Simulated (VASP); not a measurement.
Here is a VASP 6.6.1 calculation.

File INCAR:

```
SYSTEM = Bi5O2
ALGO = Normal
EDIFF = 1E-6
ENCUT = 520
GGA = PE
ISIF = 2
ISMEAR = 0
LASPH = .True.
LCHARG = .False.
LREAL = .False.
LWAVE = .False.
NBANDS = 52
NELM = 60
PREC = Accurate
SIGMA = 0.2
```

File KPOINTS:

```
k-points
0
Gamma
  6 6 6
  0 0 0
```

The input POSCAR:

```
Bi5O2
1.0
    0.0000000000     -3.9665446255      0.0000000000
    3.9665446255      0.0000000000      0.0000000000
   -1.9832723127      1.9832723127     11.2104170144
Bi O
5 2
Direct
    0.6932650127      0.6932650127      0.3865300254
    0.3067349873      0.3067349873      0.6134699746
    0.0868732872      0.0868732872      0.1737465744
    0.9131267128      0.9131267128      0.8262534256
    0.5000000000      0.5000000000      1.0000000000
    0.7500000000      0.2500000000      0.5000000000
    0.2500000000      0.7500000000      0.5000000000
```

Potentials or basis: VASP PAW PBE potentials, release 64 (Bi_d, O).

Run with:

```bash
$ cat potpaw_PBE.64/Bi_d/POTCAR potpaw_PBE.64/O/POTCAR > POTCAR
$ mpirun -np 1 vasp_std > vasp.out
```

Task: Predict the pressure.

Result: -0.1 GPa.

Task: What does it give for the largest force?

Result: 0.142 eV/Å.

Forces in eV/Å, atoms in the order of the input:
```
Bi   0.000  0.000 -0.142
Bi   0.000  0.000  0.142
Bi   0.000  0.000  0.052
Bi   0.000  0.000 -0.052
Bi   0.000  0.000  0.000
O    0.000  0.000  0.000
O    0.000  0.000  0.000
```

Caveat: an odd number of electrons without spin polarisation forces a metal; a magnetic or distorted state may lie lower.
